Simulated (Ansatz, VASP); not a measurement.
# Two plane-wave programs on Bi

Contents of INCAR:

```
SYSTEM = Bi
PREC = Accurate
ENCUT = 520
EDIFF = 1E-7
ISMEAR = 0
SIGMA = 0.15
LREAL = .FALSE.
LASPH = .TRUE.
NELM = 100
ALGO = Fast
ISIF = 2
LWAVE = .FALSE.
LCHARG = .FALSE.
GGA = PE
IVDW = 12
NBANDS = 14
```

KPOINTS

```
regular mesh
0
G
  16 16 16
  0 0 0
```

POSCAR

```
Bi
1.0
   -1.7733194365      2.2141999594      1.8908875759
    1.7733194365     -2.2141999594      1.8908875759
    1.7733194365      2.2141999594     -1.8908875759
Bi
1
Direct
    0.0000000000      0.0000000000      0.0000000000
```

Input for Ansatz:

```yaml
crystal:
  lattice:
    - [-1.7733194365, 2.2141999594, 1.8908875759]
    - [1.7733194365, -2.2141999594, 1.8908875759]
    - [1.7733194365, 2.2141999594, -1.8908875759]
  atoms:
    - { symbol: Bi, position: [0.0, 0.0, 0.0] }
basis:
  ecutwfc: 420
kpoints:
  mp_grid: { grid: [16, 16, 16] }
hamiltonian:
  xc: pbe
  dispersion: d3bj
scf:
  occupations: { method: gaussian, width: 0.15 }
output:
  forces: true
  stress: true
  eigenvalues: true
```

Change from the starting cell: strain +e along x and -e along y -0.1125, strain +e along z and -e/2 along x and y -0.0350.

Alike in both runs: task single point; functional PBE; dispersion D3(BJ); k mesh 16 × 16 × 16; occupations gaussian, width 0.15 eV; no spin polarisation.

|  | VASP | Ansatz |
| --- | --- | --- |
| version | VASP 6.6.1 | Ansatz 0.2.0 |
| potentials or method | VASP PAW PBE potentials, release 64 (Bi_d), cutoff 520 eV | scalar-relativistic, plane waves, PAW |
| valence electrons in the cell | 15 | 15 |

Ansatz gave:

```
gap on the k mesh at the Fermi level (eV)                     : none
pressure (GPa)                                                : 1.2
traceless stress, the component that is largest in VASP (GPa) : -0.97
```

**Question.** What did VASP give for the same quantities?

**Answer.** gap on the k mesh at the Fermi level (eV): none; pressure (GPa): 1.1; traceless stress, the component that is largest in VASP (GPa): -0.96.

A gap of «none» marks a metal or a gap that the smearing closes.

Spin-orbit coupling is off throughout.
